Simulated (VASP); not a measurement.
# LiF: vibrations by perturbation theory with LDA

LiF:

```
CELL_PARAMETERS angstrom
0.00000 2.04171 2.04171
2.04171 0.00000 2.04171
2.04171 2.04171 0.00000
ATOMIC_POSITIONS crystal
Li 0.00000 0.00000 0.00000
F 0.50000 0.50000 0.50000
```

```json
{
 "Program": "VASP 6.6.1",
 "Task": "vibrations by perturbation theory",
 "Functional": "LDA",
 "Potentials or basis": "VASP PAW LDA potentials, release 64 (Li_sv, F)",
 "Cutoff": "520 eV",
 "k mesh": "10 × 10 × 10",
 "Occupations": "gaussian, width 0.01 eV",
 "Spin": "no spin polarisation",
 "Dipole correction": "no",
 "Further INCAR settings": "ALGO = Normal; EDIFF = 1e-08; IBRION = 8; NSW = 1"
}
```

```json
{"Electronic dielectric tensor (diagonal)": "2.07", "Born charges (mean of the diagonal)": "Li +1.05; F -1.05 e", "Highest phonon frequency at Γ, LO-TO splitting left out": "230 cm⁻¹"}
```

Phonon frequencies in cm⁻¹ (negative: imaginary):
| q point | frequencies |
| --- | --- |
| (0.000, 0.000, 0.000) | -3 -3 -3 230 230 230 |

Electronic dielectric tensor:
```
2.07 0.00 0.00
0.00 2.07 0.00
0.00 0.00 2.07
```

Born effective charge tensors (e):
atom 1, Li
```
1.05 0.00 0.00
0.00 1.05 0.00
0.00 0.00 1.05
```
atom 2, F
```
-1.05  0.00  0.00
 0.00 -1.05  0.00
 0.00  0.00 -1.05
```

Wall time 8.2 min on 1 thread of AMD EPYC 7R13 (shared host), peak memory 0.13 GiB.

Caveat: the cell stands under pressure or tension, which shifts response properties.
